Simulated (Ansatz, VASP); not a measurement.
# Two plane-wave programs on Sn

```
CELL_PARAMETERS angstrom
0.00000 3.23334 3.23334
3.23334 0.00000 3.23334
3.23334 3.23334 0.00000
ATOMIC_POSITIONS crystal
Sn 0.00000 0.00000 0.00000
Sn 0.25000 0.25000 0.25000
```

Alike in both runs: task relaxation of cell and atoms; functional PBE; dispersion D4; k mesh 7 × 7 × 7; occupations fermi-dirac, width 0.3 eV; no spin polarisation.

|  | VASP | Ansatz |
| --- | --- | --- |
| version | VASP 6.6.1 | Ansatz 0.2.0 |
| potentials or method | VASP PAW PBE potentials, release 64 (Sn_d), cutoff 600 eV | plane waves, PAW |
| valence electrons in the cell | 28 | 28 |

```csv
,VASP,Ansatz,Ansatz less VASP
relaxed volume (Å³/atom),35.68,35.69,+0.016
relaxed cell length with the largest relative difference (Å),4.656,4.656,+0.0007
```
